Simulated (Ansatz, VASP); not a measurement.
# GaTe2O in VASP and in Ansatz

```xyz
4
Lattice="3.2801 -3.3589 0.0000 3.2801 3.3589 0.0000 0.0000 0.0000 4.2246" Properties=species:S:1:pos:R:3 pbc="T T T"
Ga    0.0000    0.0000    0.0000
Te    1.6400    1.6795    2.1123
Te    1.6400   -1.6795    2.1123
O     3.2801    0.0000    2.1123
```

Alike in both runs: functional PBE; k mesh 4 × 4 × 4; occupations gaussian, width 0.1 eV; no spin polarisation.

Ansatz relaxed the structure, and its values are those at the end. VASP's run is a single point on that final structure, the one shown.

```csv
,VASP,Ansatz
version,VASP 6.6.1,Ansatz 0.2.0
potentials or method,"VASP PAW PBE potentials, release 64 (Ga_d, Te, O), cutoff 520 eV","scalar-relativistic, plane waves, PAW"
valence electrons in the cell,31,51
```

|  | VASP | Ansatz | Ansatz less VASP |
| --- | --- | --- | --- |
| gap on the k mesh at the Fermi level (eV) | none | none | - |
| pressure (GPa) | -0.3 | -0.1 | +0.20 |

A gap of «none» marks a metal or a gap that the smearing closes. VASP's potentials hold 31 valence electrons a cell and Ansatz's 51, so a difference there can come from the potentials and not from the codes.

The k mesh is coarse, so the values compare programs but aren't converged. Spin-orbit coupling is off throughout.
